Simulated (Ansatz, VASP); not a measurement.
**Two plane-wave programs on AlFe3B**

The input INCAR:

```
PREC = Accurate
ENCUT = 600
EDIFF = 1E-6
ISMEAR = -1
SIGMA = 0.05
LREAL = F
LASPH = T
NELM = 150
ALGO = Normal
ISIF = 3
LWAVE = F
LCHARG = F
ISPIN = 2
MAGMOM = 3 3 3 0 0
LORBIT = 11
LMAXMIX = 4
GGA = CA
IBRION = 2
NSW = 60
EDIFFG = -0.01
```

File KPOINTS:

```
Automatic mesh
0
Gamma
  7 7 7
```

Contents of POSCAR:

```
AlFe3B
1.0
    3.8223220000      0.0000000000      0.0000000000
    0.0000000000      3.8223220000      0.0000000000
    0.0000000000      0.0000000000      3.8223220000
Fe Al B
3 1 1
Direct
    0.0000000000      0.0000000000      0.5000000000
    0.0000000000      0.5000000000      0.0000000000
    0.5000000000      0.0000000000      0.0000000000
    0.5000000000      0.5000000000      0.5000000000
    0.0000000000      0.0000000000      0.0000000000
```

File input.yaml:

```yaml
crystal:
  lattice:
    - [3.822322, 0.0, 0.0]
    - [0.0, 3.822322, 0.0]
    - [0.0, 0.0, 3.822322]
  atoms:
    - { symbol: Fe, position: [0.0, 0.0, 0.5], spin: 3.0 }
    - { symbol: Fe, position: [0.0, 0.5, 0.0], spin: 3.0 }
    - { symbol: Fe, position: [0.5, 0.0, 0.0], spin: 3.0 }
    - { symbol: Al, position: [0.5, 0.5, 0.5] }
    - { symbol: B, position: [0.0, 0.0, 0.0] }
hamiltonian:
  xc: lda
  pseudopotentials: { kind: paw }
magnetization:
  spin_polarized: true
kpoints:
  mp_grid: { grid: [7, 7, 7] }
scf:
  occupations: { method: fermi_dirac, width: 0.05 }
output:
  forces: true
  stress: true
  eigenvalues: true
  write_density: true
  write_potential: true
  elf: true
  volumetric_format: npy
relax:
  f_tol: 0.01
  max_steps: 40
  cell: { stress_tol: 0.05 }
```

Alike in both runs: task relaxation of cell and atoms; functional LDA; k mesh 7 × 7 × 7; occupations fermi-dirac, width 0.05 eV; collinear spin.

```csv
,VASP,Ansatz
version,VASP 6.6.1,Ansatz 0.2.0
potentials or method,"VASP PAW LDA potentials, release 64 (Fe, Al, B)",Ansatz PAW
plane-wave cutoff (eV),600,420
valence electrons in the cell,30,54
```

|  | VASP | Ansatz | Ansatz less VASP |
| --- | --- | --- | --- |
| gap on the k mesh at the Fermi level, each at its own relaxed structure (eV) | none | none | - |
| net moment per atom (μB) | 0.53 | 0.74 | +0.206 |
| size of the moment on the site where the two differ most (μB) | 0.91 | 1.18 | +0.269 |
| relaxed volume (Å³/atom) | 10.31 | 10.38 | +0.072 |
| relaxed cell length with the largest relative difference (Å) | 3.722 | 3.730 | +0.0087 |

The net moments are unlike, so the other rows may belong to different states. LDA's correlation is that of Perdew and Zunger in VASP and of Perdew and Wang (1992) in Ansatz. Site moments also hang on the region over which each program counts them. A gap of «none» marks a metal or a gap that the smearing closes. VASP's potentials hold 30 valence electrons a cell and Ansatz's 54, so a difference there can come from the potentials and not from the codes.

Noted on Ansatz's run: the plane-wave basis is chosen anew once the cell has moved, so the energies of steps on either side of that aren't comparable.
